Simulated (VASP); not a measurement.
Write the native input for VASP 6.6.1 that does the following.

* Task: single point
* Functional: LDA
* Potentials or basis: VASP PAW LDA potentials, release 64 (Hf_pv, Au)
* Cutoff: 520 eV
* k mesh: 11 × 11 × 11
* Occupations: methfessel-paxton, width 0.05 eV
* Spin: no spin polarisation
* Dipole correction: no
* Further INCAR settings: ALGO = Normal; EDIFF = 1e-07; NBANDS = 23

The structure of HfAu2 lies in POSCAR:

```
HfAu2
1.0
   -1.7728600000      1.7728600000      4.3563000000
    1.7728600000     -1.7728600000      4.3563000000
    1.7728600000      1.7728600000     -4.3563000000
Hf Au
1 2
Direct
    0.0000000000      0.0000000000      0.0000000000
    0.6673500000      0.6673500000      0.0000000000
    0.3326500000      0.3326500000      0.0000000000
```

These files were run (other wordings do the same):

INCAR

```
SYSTEM = HfAu2
  PREC = Accurate
  ENCUT = 520
  EDIFF = 1E-7
  ISMEAR = 1
  SIGMA = 0.05
  LREAL = .FALSE.
  LASPH = .TRUE.
  NELM = 60
  ALGO = Normal
  ISIF = 2
  LWAVE = .FALSE.
  LCHARG = .FALSE.
  NBANDS = 23
```

KPOINTS

```
regular mesh
0
G
  11 11 11
  0 0 0
```

Potentials or basis: VASP PAW LDA potentials, release 64 (Hf_pv, Au).

The run is started by

```bash
$ cat potpaw_LDA.64/Hf_pv/POTCAR potpaw_LDA.64/Au/POTCAR > POTCAR
$ mpirun -np 1 vasp_std > vasp.out
```

Results of the run:

```
Pressure               : -7.4 GPa
Largest force          : 0.032 eV/Å
Band gap on the k mesh : zero (bands 16 and 17 overlap by 0.32 eV)
```

Caveat: the cell stands under tension; spin-orbit coupling is left out, which moves the levels of the heavy elements.

Run time: 4.4 min on 1 thread of Oxide Virtual Turin-like Processor, with other jobs on the host, peak memory 0.27 GiB.
